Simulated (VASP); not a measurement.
## TaN: electric field gradients with PBE

The system is TaN.

```
CELL_PARAMETERS angstrom
0.02179 2.18989 2.18989
2.18989 0.02179 2.18989
2.18989 2.18989 0.02179
ATOMIC_POSITIONS crystal
Ta 0.50000 0.50000 0.50000
N 0.00000 0.00000 0.00000
```

This cell differs from its parent crystal: equal xy, yz and zx shear strains of +1 %.

- Program: VASP 6.6.1
- Task: electric field gradients
- Functional: PBE
- Potentials or basis: VASP PAW PBE potentials, release 64 (Ta_pv, N)
- Cutoff: 520 eV
- k mesh: 9 × 9 × 9
- Occupations: fermi-dirac, width 0.02 eV
- Spin: no spin polarisation
- Dipole correction: no
- Further INCAR settings: ALGO = Normal; EDIFF = 1e-08; NBANDS = 15

The pressure is 15.5 GPa and the band gap on the k mesh is zero (band 8 reaches 11.44 eV, above the bottom of band 9 at 7.76 eV).

Stress tensor (GPa, compression positive):
```
15.50 -0.78 -0.78
-0.78 15.50 -0.78
-0.78 -0.78 15.50
```

Levels at points of the mesh, in eV from the Fermi level:
```csv
k point,band 5,band 6,band 7,band 8,band 9,band 10,band 11,band 12
"(0.00, 0.00, 0.00)",-3.84,-3.75,-3.75,-2.22,-1.98,-1.98,0.20,0.20
```

Electric field gradients, principal values (V/Å²):
```
atom   least  middle  greatest (by size)
1 Ta   0.511   0.511              -1.023
 2 N  -0.634  -0.634               1.268
```

Wall time 16 s on 1 thread of Intel(R) Xeon(R) Platinum 8375C CPU @ 2.90GHz (Ice Lake), with other jobs on the host, peak memory 0.15 GiB.

Caveat: the cell differs from its parent crystal (equal xy, yz and zx shear strains of +1 %); without QUAD_EFG the Cq values of the log hold for a quadrupole moment of 1 mb, not for the nuclei; spin-orbit coupling is left out, which moves the levels of the heavy elements.
